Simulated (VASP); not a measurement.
# NaHF2 (R-3m) in VASP: single point with r2SCAN

Aim: the single point of NaHF2 with r2SCAN.

Program: VASP 6.6.1. These are calculated values, not measurements. Logs are shortened: lines on timing, memory, paths and dates and some standing lists are left out, and cuts for length are marked.

## Step 1: The cell of the first run

Symmetry: R-3m, No. 166, trigonal system. The conventional cell has a = 3.475 Å, b = 3.475 Å, c = 13.823 Å, α = 90.00°, β = 90.00°, γ = 120.00°. Within 3.1 Å of Na (site symmetry -3m) lie 6 F at 2.32 Å and 6 H at 3.06 Å. H (site symmetry -3m) has 2 F at 1.14 Å within 1.5 Å. Within 1.5 Å of F (site symmetry 3m) lie 1 H at 1.14 Å.

## Step 2: Single point, r2SCAN

File POSCAR:

```
NaHF2
1.0
    1.7376254749      1.0032185357      4.6076372526
   -1.7376254749      1.0032185357      4.6076372526
    0.0000000000     -2.0064370714      4.6076372526
Na H F
1 1 2
Direct
    0.0000000000      0.0000000000      0.0000000000
    0.5000000000      0.5000000000      0.5000000000
    0.4172624215      0.4172624215      0.4172624215
    0.5827375785      0.5827375785      0.5827375785
```

File INCAR.step1:

```
SYSTEM = NaHF2
PREC     = Accurate       ! precision mode
ENCUT    = 520            ! plane-wave cutoff, eV
ISMEAR   = 0              ! smearing method
SIGMA    = 0.02           ! smearing width, eV
LREAL    = .FALSE.        ! projectors in reciprocal space
LASPH    = .TRUE.         ! aspherical terms in the spheres
NELM     = 100            ! most SCF steps
NBANDS   = 19             ! bands
GGA      = PE             ! functional
ALGO     = Normal         ! electronic algorithm
EDIFF    = 1E-4           ! SCF threshold, eV
LWAVE    = .TRUE.         ! write WAVECAR
LCHARG   = .FALSE.        ! write CHGCAR
```

File INCAR.step2:

```
SYSTEM = NaHF2
PREC     = Accurate       ! precision mode
ENCUT    = 520            ! plane-wave cutoff, eV
EDIFF    = 1E-6           ! SCF threshold, eV
ISMEAR   = 0              ! smearing method
SIGMA    = 0.02           ! smearing width, eV
LREAL    = .FALSE.        ! projectors in reciprocal space
LASPH    = .TRUE.         ! aspherical terms in the spheres
NELM     = 100            ! most SCF steps
ALGO     = Normal         ! electronic algorithm
ISIF     = 2              ! what is computed and relaxed
LWAVE    = .FALSE.        ! write WAVECAR
LCHARG   = .TRUE.         ! write CHGCAR
METAGGA  = R2SCAN         ! meta-GGA
LMIXTAU  = .TRUE.       
LELF     = .TRUE.         ! ELF
LVHAR    = .TRUE.       
NBANDS   = 19             ! bands
ISTART   = 1
```

File KPOINTS:

```
regular mesh
0
G
  9 9 9
  0 0 0
```

Potentials or basis: VASP PAW PBE potentials, release 64 (Na_pv, H, F).

The run is started by

```bash
> cat potpaw_PBE.64/Na_pv/POTCAR potpaw_PBE.64/H/POTCAR potpaw_PBE.64/F/POTCAR > POTCAR
> cp INCAR.step1 INCAR
> mpirun -np 1 vasp_std > vasp.out
> cp INCAR.step2 INCAR
> mpirun -np 1 vasp_std > vasp.out
```

OUTCAR:

```text
SYSTEM = NaHF2
   PREC = Accurate
   ENCUT = 520
   EDIFF = 1E-6
   ISMEAR = 0
   LREAL = .FALSE.
   LASPH = .TRUE.
   NELM = 100
   ISIF = 2
   METAGGA = R2SCAN
   ISTART = 1

 ion  position               nearest neighbor table
   1  0.000  0.000  0.000-   4 2.32   4 2.32   3 2.32   3 2.32   4 2.32   3 2.32
   2  0.500  0.500  0.500-   3 1.14   4 1.14
   3  0.417  0.417  0.417-   2 1.14   1 2.32   1 2.32   1 2.32
   4  0.583  0.583  0.583-   2 1.14   1 2.32   1 2.32   1 2.32

  LATTYP: Found a trigonal (rhomboedric) cell.
 ALAT       =     5.0255458184
 COS(alpha) =     0.7609020393

  Lattice vectors:

 A1 = (   1.7376254749,   1.0032185357,   4.6076372526)
 A2 = (  -1.7376254749,   1.0032185357,   4.6076372526)
 A3 = (   0.0000000000,  -2.0064370714,   4.6076372526)

Analysis of symmetry for initial positions (statically):
=====================================================================
 Subroutine PRICEL returns:
 Original cell was already a primitive cell.

 Routine SETGRP: Setting up the symmetry group for a
 trigonal (rhombohedral) supercell.

 Subroutine GETGRP returns: Found 12 space group operations
 (whereof 12 operations were pure point group operations)
 out of a pool of 12 trial point group operations.

The static configuration has the point symmetry D_3d.

Analysis of symmetry for dynamics (positions and initial velocities):
=====================================================================
 Subroutine PRICEL returns:
 Original cell was already a primitive cell.

 Routine SETGRP: Setting up the symmetry group for a
 trigonal (rhombohedral) supercell.

 Subroutine GETGRP returns: Found 12 space group operations
 (whereof 12 operations were pure point group operations)
 out of a pool of 12 trial point group operations.

The dynamic configuration has the point symmetry D_3d.

 Subroutine INISYM returns: Found 12 space group operations
 (whereof 12 operations are pure point group operations),
 and found     1 'primitive' translations

----------------------------------------------------------------------------------------

                                     Primitive cell

  volume of cell :      48.1927

  direct lattice vectors                    reciprocal lattice vectors
[... 83 lines left out ...]
   ISTART =      1    job   : 0-new  1-cont  2-samecut
   ICHARG =      0    charge: 1-file 2-atom 10-const
   ISPIN  =      1    spin polarized calculation?
   LNONCOLLINEAR =      F non collinear calculations
   LSORBIT =      F    spin-orbit coupling
   LASPH  =      T    aspherical Exc in radial PAW
   ENCUT  =  520.0 eV  38.22 Ry    6.18 a.u.   9.34  9.34  9.34*2*pi/ulx,y,z
   NELM   =    100;   NELMIN=  2; NELMDL=  0     # of ELM steps
   EDIFF  = 0.1E-05   stopping-criterion for ELM
   LREAL  =      F    real-space projection
   EDIFFG = 0.1E-04   stopping-criterion for IOM
   NSW    =      0    number of steps for IOM
   IBRION =     -1    ionic relax: 0-MD 1-quasi-New 2-CG
   NFREE  =      0    steps in history (QN), initial steepest desc. (CG)
   ISIF   =      2    stress and relaxation
   ISYM   =      2    0-nonsym 1-usesym 2-fastsym
   POTIM  = 0.5000    time-step for ionic-motion
   TEBEG  =    0.0;   TEEND  =   0.0 temperature during run
   PSTRESS=    0.0 pullay stress
   NELECT =      22.0000    total number of electrons
   NUPDOWN=      -1.0000    fix difference up-down
   EMIN   =  10.00;   EMAX   =-10.00  energy-range for DOS
   EFERMI =   0.00;   METHOD = LEGACY
   ISMEAR =     0;   SIGMA  =   0.02  broadening in eV -4-tet -1-fermi 0-gaus
   EFERMI_NEDOS =   21; number of points for ismear=-14 and -15
   IALGO  =     38    algorithm
   IMIX   =      4    mixing-type and parameters
     AMIX     =   0.40;   BMIX     =  1.00
     AMIX_MAG =   1.60;   BMIX_MAG =  1.00
  volume/ion in A,a.u.               =      12.05        81.31
  Fermi-wavevector in a.u.,A,eV,Ry     =   1.260536  2.382068 21.618996  1.588951
  Thomas-Fermi vector in A             =   2.394041
   LORBIT       =      0    0 simple, 1 ext, 2 COOP (PROOUT), +10 PAW based schemes
   METAGGA = R2SCAN    functional components
   LHFCALC =     F    Hartree Fock is set to
   AEXX    =    0.0000 exact exchange contribution
   IVDW    =     0    specifies the selected vdW correction
   LEPSILON=     F    determine dielectric tensor
   LRPA    =     F    only Hartree local field effects (RPA)
 non-spin polarized calculation
 Gauss-broadening in eV      SIGMA  =   0.02
  energy-cutoff  :      520.00
  volume of cell :       48.19
 maximum number of plane-waves:      1322
 NGX is ok and might be reduce to    40
   NGX = 19   NGY = 19   NGZ = 19

 number of electron      22.0000003 magnetization

 Free energy of the ion-electron system (eV)
  ---------------------------------------------------
  ext. energy  EPLUGINS =         0.00000000
  ---------------------------------------------------
  free energy    TOTEN  =       -22.77148373 eV

  energy without entropy =      -22.77148373  energy(sigma->0) =      -22.77148373

 E-fermi :  -4.3883     XC(G=0):  -8.5439

 val. band max:       -4.5770754286   @ k =   0.4444   0.4444   0.4444
 cond. band min:       3.1157887201   @ k =   0.0000   0.0000   0.0000
 fundamental gap:      7.6928641487
 Fermi energy:        -4.3883294393

 k-point     1 :       0.0000    0.0000    0.0000
  band No.  band energies     occupation
      1     -26.1797      2.00000
      2     -25.0452      2.00000
      3     -23.5333      2.00000
      4     -23.5333      2.00000
      5     -23.4092      2.00000
      6      -9.5276      2.00000
[... 505 lines left out ...]
      6      -9.0837      2.00000
[... 11 lines left out ...]
     18      16.3801      0.00000
     19      17.0320      0.00000

 [... further k-points ...]
[... 5 lines left out ...]
  --------------------------------------------------------------------------------------
  -------------------------------------------------------------------------------------
  Total       -0.5162939     -0.5162939     -0.6765054      0.0000000      0.0000000      0.0000000
  in kB      -17.1643078    -17.1643078    -22.4905781      0.0000000      0.0000000      0.0000000
  external PRESSURE =     -18.9397312 kB  Pullay stress =       0.0000000 kB

 VOLUME and BASIS-vectors are now :
 -----------------------------------------------------------------------------
  energy-cutoff  :      520.00
  volume of cell :       48.19
      direct lattice vectors                 reciprocal lattice vectors
     1.737625475  1.003218536  4.607637253     0.287749004  0.166131965  0.072343658
    -1.737625475  1.003218536  4.607637253    -0.287749004  0.166131965  0.072343658
     0.000000000 -2.006437071  4.607637253     0.000000000 -0.332263930  0.072343658

 POSITION                                       TOTAL-FORCE (eV/Angst)
 -----------------------------------------------------------------------------------
      0.00000      0.00000      0.00000         0.000000     -0.000000      0.000000
      0.00000      0.00000      6.91146         0.000000     -0.000000      0.000000
      0.00000      0.00000      5.76778         0.000000      0.000000      0.043268
      0.00000      0.00000      8.05513         0.000000     -0.000000     -0.043268
 -----------------------------------------------------------------------------------
    total drift:                                0.000000      0.000000     -0.000000

  FREE ENERGIE OF THE ION-ELECTRON SYSTEM (eV)
  ---------------------------------------------------
  free  energy   TOTEN  =       -22.7714837292 eV

  energy  without entropy=      -22.7714837292  energy(sigma->0) =      -22.77148373
```

Run time: 3.5 min. Hardware: 1 thread of Intel Xeon 6975P-C (Granite Rapids), shared host; peak memory 0.28 GiB.

Results:

```
Free energy            : -22.7715 eV
Pressure               : -1.9 GPa
Largest force          : 0.043 eV/Å
Band gap on the k mesh : 7.69 eV, indirect (least direct gap 7.79 eV)
```

Forces on the atoms (eV/Å):
```
Na   0.000  0.000  0.000
H    0.000  0.000  0.000
F    0.000  0.000  0.043
F    0.000  0.000 -0.043
```

Levels at points of the mesh, in eV from the valence-band top:
| k point | band 9 | band 10 | band 11 | band 12 | band 13 | band 14 |
| --- | --- | --- | --- | --- | --- | --- |
| (0.00, 0.00, 0.00) | -0.23 | -0.23 | -0.10 | 7.69 | 14.15 | 15.29 |

Caveat: the PAW data sets were made with another functional, which shifts forces and pressure a little. r2SCAN opens gaps a little over a GGA but as a rule still falls short of measured ones.
